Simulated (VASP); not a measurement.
# Ga (P6_3/mmc) in VASP: further runs, part 2 of 2

VASP 6.6.1.

## 4. Single point, PBE

This run uses another cell than the first one, of 18.98 Å³/atom.

Input file INCAR:

```
PREC = Accurate ; ENCUT = 520
EDIFF = 1E-6 ; ISMEAR = 0
SIGMA = 0.1 ; LREAL = False
LASPH = True ; NELM = 80
ALGO = Fast ; ISIF = 2
LWAVE = False ; LCHARG = False
GGA = PE ; NBANDS = 34
```

Input file KPOINTS:

```
regular mesh
0
Gamma
  18 18 6
```

Input file POSCAR:

```
Ga
1.0
    2.9694545298      0.0000000000      0.0000000000
   -1.4847272649      2.5716230582      0.0000000000
    0.0000000000      0.0000000000      9.9411211728
Ga
4
Direct
    0.0000000000      0.0000000000      0.0000000000
    0.0000000000      0.0000000000      0.5000000000
    0.3333333333      0.6666666667      0.7500000000
    0.6666666667      0.3333333333      0.2500000000
```

Potentials or basis: VASP PAW PBE potentials, release 64 (Ga_d).

Run with:

```console
$ cat potpaw_PBE.64/Ga_d/POTCAR > POTCAR
$ mpirun -np 1 vasp_std > vasp.out
```

OUTCAR:

```text
PREC = Accurate
   ENCUT = 520
   EDIFF = 1E-6
   ISMEAR = 0
   LREAL = False
   LASPH = True
   NELM = 80
   ISIF = 2
   GGA = PE

 ion  position               nearest neighbor table
   1  0.000  0.000  0.000-
   2  0.000  0.000  0.500-
   3  0.333  0.667  0.750-
   4  0.667  0.333  0.250-

  LATTYP: Found a hexagonal cell.
 ALAT       =     2.9694545298
 C/A-ratio  =     3.3477937019

  Lattice vectors:

 A1 = (   2.9694545298,   0.0000000000,   0.0000000000)
 A2 = (  -1.4847272649,   2.5716230582,   0.0000000000)
 A3 = (   0.0000000000,   0.0000000000,   9.9411211728)

Analysis of symmetry for initial positions (statically):
=====================================================================
 Subroutine PRICEL returns:
 Original cell was already a primitive cell.

 Routine SETGRP: Setting up the symmetry group for a
 hexagonal supercell.

 Subroutine GETGRP returns: Found 24 space group operations
 (whereof 12 operations were pure point group operations)
 out of a pool of 24 trial point group operations.

The static configuration has the point symmetry D_3d.
 The point group associated with its full space group is D_6h.

Analysis of symmetry for dynamics (positions and initial velocities):
=====================================================================
 Subroutine PRICEL returns:
 Original cell was already a primitive cell.

 Routine SETGRP: Setting up the symmetry group for a
 hexagonal supercell.

 Subroutine GETGRP returns: Found 24 space group operations
 (whereof 12 operations were pure point group operations)
 out of a pool of 24 trial point group operations.

The dynamic configuration has the point symmetry D_3d.
 The point group associated with its full space group is D_6h.

[... 118 lines left out ...]
   EFERMI_NEDOS =   21; number of points for ismear=-14 and -15
   IALGO  =     68    algorithm
   IMIX   =      4    mixing-type and parameters
     AMIX     =   0.40;   BMIX     =  1.00
     AMIX_MAG =   1.60;   BMIX_MAG =  1.00
  volume/ion in A,a.u.               =      18.98       128.07
  Fermi-wavevector in a.u.,A,eV,Ry     =   1.443121  2.727104 28.335479  2.082599
  Thomas-Fermi vector in A             =   2.561565
   LORBIT       =      0    0 simple, 1 ext, 2 COOP (PROOUT), +10 PAW based schemes
   GGA     = PE    functional components
   LHFCALC =     F    Hartree Fock is set to
   AEXX    =    0.0000 exact exchange contribution
   IVDW    =     0    specifies the selected vdW correction
   LEPSILON=     F    determine dielectric tensor
   LRPA    =     F    only Hartree local field effects (RPA)
 non-spin polarized calculation
 RMM-DIIS sequential band-by-band and
 Gauss-broadening in eV      SIGMA  =   0.10
  energy-cutoff  :      520.00
  volume of cell :       75.91
 maximum number of plane-waves:      2101
 NGX is ok and might be reduce to    24
   NGX = 11   NGY = 11   NGZ = 37

 number of electron      52.0000032 magnetization

 Free energy of the ion-electron system (eV)
  ---------------------------------------------------
  ext. energy  EPLUGINS =         0.00000000
  ---------------------------------------------------
  free energy    TOTEN  =       -11.54559210 eV

  energy without entropy =      -11.53866450  energy(sigma->0) =      -11.54212830

 E-fermi :   5.4995     XC(G=0): -10.9907

 val. band max:        5.4959993757   @ k =   0.2778   0.2778   0.1667
 cond. band min:       5.5035413679   @ k =   0.3889   0.0000   0.0000
 fundamental gap:      0.0075419922
 Fermi energy:         5.4995112701

 k-point     1 :       0.0000    0.0000    0.0000
  band No.  band energies     occupation
      1      -9.4706      2.00000
      2      -9.4396      2.00000
      3      -9.4217      2.00000
      4      -9.4065      2.00000
      5      -9.3928      2.00000
      6      -9.3928      2.00000
[... 877 lines left out ...]
     33      10.2611      0.00000
     34      12.8955      0.00000

 [... further k-points ...]

------------------------ aborting loop because EDIFF is reached ----------------------------------------

  FORCE on cell =-STRESS in cart. coord.  units (eV):
  Direction    XX          YY          ZZ          XY          YZ          ZX
  --------------------------------------------------------------------------------------
  -------------------------------------------------------------------------------------
  Total        0.0377674      0.0377674      0.0243590      0.0000000     -0.0000000     -0.0000000
  in kB        0.7970913      0.7970913      0.5141028      0.0000000     -0.0000000     -0.0000000
  external PRESSURE =       0.7027618 kB  Pullay stress =       0.0000000 kB

 VOLUME and BASIS-vectors are now :
 -----------------------------------------------------------------------------
  energy-cutoff  :      520.00
  volume of cell :       75.91
      direct lattice vectors                 reciprocal lattice vectors
     2.969454530  0.000000000  0.000000000     0.336762186  0.194429739  0.000000000
    -1.484727265  2.571623058  0.000000000     0.000000000  0.388859478  0.000000000
     0.000000000  0.000000000  9.941121173     0.000000000  0.000000000  0.100592276

 POSITION                                       TOTAL-FORCE (eV/Angst)
 -----------------------------------------------------------------------------------
      0.00000      0.00000      0.00000         0.000000     -0.000000      0.000000
      0.00000      0.00000      4.97056         0.000000     -0.000000      0.000000
     -0.00000      1.71442      7.45584        -0.000000      0.000000     -0.000000
      1.48473      0.85721      2.48528         0.000000     -0.000000      0.000000
 -----------------------------------------------------------------------------------
    total drift:                                0.000000      0.000000     -0.000000

  FREE ENERGIE OF THE ION-ELECTRON SYSTEM (eV)
  ---------------------------------------------------
  free  energy   TOTEN  =       -11.5455921042 eV

  energy  without entropy=      -11.5386644983  energy(sigma->0) =      -11.54212830
```

OSZICAR:

```text
N       E                     dE             d eps       ncg     rms          rms(c)
DAV:   1     0.340343775098E+03    0.34034E+03   -0.25663E+04 10864   0.291E+03
DAV:   2     0.292211992396E+02   -0.31112E+03   -0.30377E+03 10344   0.514E+02
DAV:   3    -0.103693175762E+02   -0.39591E+02   -0.39048E+02 11356   0.144E+02
DAV:   4    -0.116255102447E+02   -0.12562E+01   -0.12464E+01 11838   0.283E+01
DAV:   5    -0.116520143202E+02   -0.26504E-01   -0.26488E-01 12632   0.434E+00    0.163E+00
RMM:   6    -0.115663074963E+02    0.85707E-01   -0.16774E-01 12296   0.400E+00    0.855E-01
RMM:   7    -0.115474720589E+02    0.18835E-01   -0.63538E-02 13076   0.186E+00    0.222E-01
RMM:   8    -0.115454480998E+02    0.20240E-02   -0.55103E-03 13853   0.733E-01    0.284E-02
RMM:   9    -0.115455484142E+02   -0.10031E-03   -0.14605E-03 15740   0.371E-01    0.190E-02
RMM:  10    -0.115455834197E+02   -0.35005E-04   -0.33461E-04 14964   0.149E-01    0.606E-03
RMM:  11    -0.115455908139E+02   -0.73942E-05   -0.89188E-05 15376   0.717E-02    0.798E-04
RMM:  12    -0.115455918784E+02   -0.10645E-05   -0.17060E-05 13066   0.317E-02    0.101E-03
RMM:  13    -0.115455921042E+02   -0.22582E-06   -0.40370E-06  8935   0.177E-02
   1 F= -.11545592E+02 E0= -.11542128E+02  d E =-.692761E-02
```

Wall time 3.7 min (1 thread of AMD EPYC 9R45 (Zen 5), shared host); peak memory 0.37 GiB.

What came out:

| Item | Value |
| --- | --- |
| Free energy | -11.5456 eV |
| Pressure | 0.1 GPa |
| Band gap on the k mesh | zero (bands 26 and 27 overlap by 5.34 eV) |

## 5. Single point, PBE

This run uses another cell than the first one, of 18.98 Å³/atom.

Input file INCAR:

```
SYSTEM = Ga
PREC = Accurate
ENCUT = 520
EDIFF = 1E-6
ISMEAR = 0
SIGMA = 0.1
LREAL = .FALSE.
LASPH = .TRUE.
NELM = 60
ALGO = Fast
ISIF = 2
LWAVE = .FALSE.
LCHARG = .FALSE.
GGA = PE
NBANDS = 34
```

Input file KPOINTS:

```
regular mesh
0
G
  18 18 6
  0 0 0
```

POSCAR is that of step 4.

Potentials or basis: VASP PAW PBE potentials, release 64 (Ga_d).

Run with:

```console
$ cat potpaw_PBE.64/Ga_d/POTCAR > POTCAR
$ mpirun -np 1 vasp_std > vasp.out
```

OUTCAR:

```text
SYSTEM = Ga
   PREC = Accurate
   ENCUT = 520
   EDIFF = 1E-6
   ISMEAR = 0
   LREAL = .FALSE.
   LASPH = .TRUE.
   NELM = 60
   ISIF = 2
   GGA = PE

 ion  position               nearest neighbor table
   1  0.000  0.000  0.000-
   2  0.000  0.000  0.500-
   3  0.333  0.667  0.750-
   4  0.667  0.333  0.250-

  LATTYP: Found a hexagonal cell.
 ALAT       =     2.9694545298
 C/A-ratio  =     3.3477937019

  Lattice vectors:

 A1 = (   2.9694545298,   0.0000000000,   0.0000000000)
 A2 = (  -1.4847272649,   2.5716230582,   0.0000000000)
 A3 = (   0.0000000000,   0.0000000000,   9.9411211728)

Analysis of symmetry for initial positions (statically):
=====================================================================
 Subroutine PRICEL returns:
 Original cell was already a primitive cell.

 Routine SETGRP: Setting up the symmetry group for a
 hexagonal supercell.

 Subroutine GETGRP returns: Found 24 space group operations
 (whereof 12 operations were pure point group operations)
 out of a pool of 24 trial point group operations.

[... 169 lines left out ...]

 E-fermi :   5.4995     XC(G=0): -10.9907

 val. band max:        5.4959993757   @ k =   0.2778   0.2778   0.1667
 cond. band min:       5.5035413679   @ k =   0.3889   0.0000   0.0000
 fundamental gap:      0.0075419922
 Fermi energy:         5.4995112701

 k-point     1 :       0.0000    0.0000    0.0000
  band No.  band energies     occupation
      1      -9.4706      2.00000
      2      -9.4396      2.00000
      3      -9.4217      2.00000
      4      -9.4065      2.00000
      5      -9.3928      2.00000
      6      -9.3928      2.00000
[... 877 lines left out ...]
     33      10.2611      0.00000
     34      12.8955      0.00000

 [... further k-points ...]

------------------------ aborting loop because EDIFF is reached ----------------------------------------

  FORCE on cell =-STRESS in cart. coord.  units (eV):
  Direction    XX          YY          ZZ          XY          YZ          ZX
  --------------------------------------------------------------------------------------
  -------------------------------------------------------------------------------------
  Total        0.0377674      0.0377674      0.0243590      0.0000000     -0.0000000     -0.0000000
  in kB        0.7970913      0.7970913      0.5141028      0.0000000     -0.0000000     -0.0000000
  external PRESSURE =       0.7027618 kB  Pullay stress =       0.0000000 kB

 VOLUME and BASIS-vectors are now :
 -----------------------------------------------------------------------------
  energy-cutoff  :      520.00
  volume of cell :       75.91
      direct lattice vectors                 reciprocal lattice vectors
     2.969454530  0.000000000  0.000000000     0.336762186  0.194429739  0.000000000
    -1.484727265  2.571623058  0.000000000     0.000000000  0.388859478  0.000000000
     0.000000000  0.000000000  9.941121173     0.000000000  0.000000000  0.100592276

 POSITION                                       TOTAL-FORCE (eV/Angst)
 -----------------------------------------------------------------------------------
      0.00000      0.00000      0.00000         0.000000     -0.000000      0.000000
      0.00000      0.00000      4.97056         0.000000     -0.000000      0.000000
     -0.00000      1.71442      7.45584        -0.000000      0.000000     -0.000000
      1.48473      0.85721      2.48528         0.000000     -0.000000      0.000000
 -----------------------------------------------------------------------------------
    total drift:                                0.000000      0.000000     -0.000000

  FREE ENERGIE OF THE ION-ELECTRON SYSTEM (eV)
  ---------------------------------------------------
  free  energy   TOTEN  =       -11.5455921042 eV

  energy  without entropy=      -11.5386644983  energy(sigma->0) =      -11.54212830
```

OSZICAR:

```text
N       E                     dE             d eps       ncg     rms          rms(c)
DAV:   1     0.340343775098E+03    0.34034E+03   -0.25663E+04 10864   0.291E+03
DAV:   2     0.292211992396E+02   -0.31112E+03   -0.30377E+03 10344   0.514E+02
DAV:   3    -0.103693175762E+02   -0.39591E+02   -0.39048E+02 11356   0.144E+02
DAV:   4    -0.116255102447E+02   -0.12562E+01   -0.12464E+01 11838   0.283E+01
DAV:   5    -0.116520143202E+02   -0.26504E-01   -0.26488E-01 12632   0.434E+00    0.163E+00
RMM:   6    -0.115663074963E+02    0.85707E-01   -0.16774E-01 12296   0.400E+00    0.855E-01
RMM:   7    -0.115474720589E+02    0.18835E-01   -0.63538E-02 13076   0.186E+00    0.222E-01
RMM:   8    -0.115454480998E+02    0.20240E-02   -0.55103E-03 13853   0.733E-01    0.284E-02
RMM:   9    -0.115455484142E+02   -0.10031E-03   -0.14605E-03 15740   0.371E-01    0.190E-02
RMM:  10    -0.115455834197E+02   -0.35005E-04   -0.33461E-04 14964   0.149E-01    0.606E-03
RMM:  11    -0.115455908139E+02   -0.73942E-05   -0.89188E-05 15376   0.717E-02    0.798E-04
RMM:  12    -0.115455918784E+02   -0.10645E-05   -0.17060E-05 13066   0.317E-02    0.101E-03
RMM:  13    -0.115455921042E+02   -0.22582E-06   -0.40370E-06  8935   0.177E-02
   1 F= -.11545592E+02 E0= -.11542128E+02  d E =-.692761E-02
```

It took 4 min on 1 thread of AMD EPYC 9R45 (Zen 5), shared host; peak memory 0.37 GiB.

Results:

| Property | Result |
| --- | --- |
| Free energy | -11.5456 eV |
| Pressure | 0.1 GPa |
| Band gap on the k mesh | zero (bands 26 and 27 overlap by 5.34 eV) |

## 6. The runs side by side

| task | cell | k mesh | cutoff (eV) | gap on the mesh (eV) | pressure (GPa) |
| --- | --- | --- | --- | --- | --- |
| relaxation of cell and atoms | relaxed from a = 3.273, b = 3.273, c = 8.914 Å, angles 90.0, 90.0, 120.0°, 4 atoms, atomic positions A | 6 × 6 × 2 | 600 | none | 0.1 |
| single point | a = 3.086, b = 3.086, c = 9.952 Å, angles 90.0, 90.0, 120.0°, 4 atoms, atomic positions B | 6 × 6 × 2 | 520 | none | -3.7 |
| single point | a = 2.969, b = 2.969, c = 9.941 Å, angles 90.0, 90.0, 120.0°, 4 atoms, atomic positions B | 18 × 18 × 6 | 520 | none | 0.1 |

Alike in all rows: level PBE; potentials or basis VASP PAW PBE potentials, release 64 (Ga_d); no spin polarisation; smearing gaussian 0.1 eV.

Caveats: some runs use coarse meshes; a cell axis changed by over 15 % at a fixed basis, so the end point is rough (at least some runs).

Absolute energies hang on the potentials; compare differences alone.
